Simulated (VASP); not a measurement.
Input of a VASP 6.6.1 run:

INCAR

```
SYSTEM = C
ALGO = Normal ; EDIFF = 1E-6
ENCUT = 520 ; GGA = PS
ISIF = 2 ; ISMEAR = 0
IVDW = 12 ; LASPH = .True.
LCHARG = .False. ; LREAL = .False.
LWAVE = .False. ; NBANDS = 11
NELM = 80 ; PREC = Accurate
SIGMA = 0.05
```

Contents of KPOINTS:

```
k-points
0
Gamma
  15 15 15
  0 0 0
```

The input POSCAR:

```
C
1.0
    1.1983199578      0.6918503502      3.2008942776
   -1.1983199578      0.6918503502      3.2008942776
    0.0000000000     -1.3837007004      3.2008942776
C
2
Direct
    0.1421744425      0.1909927899      0.1665836162
    0.8578255575      0.8090072101      0.8334163838
```

Potentials or basis: VASP PAW PBE potentials, release 64 (C).

Run with:

```console
$ cat potpaw_PBE.64/C/POTCAR > POTCAR
$ mpirun -np 1 vasp_std > vasp.out
```

(1) Predict the pressure.

(2) Estimate the largest force.

Results:

(1) 35.3 GPa.

(2) 7.879 eV/Å.

Caveat: the cell differs from its parent crystal (atoms displaced along a vibrational mode, the cell strained); the stress differs along the axes, from 1 to 55 GPa; the PAW data sets were made with another functional, which shifts forces and pressure a little.
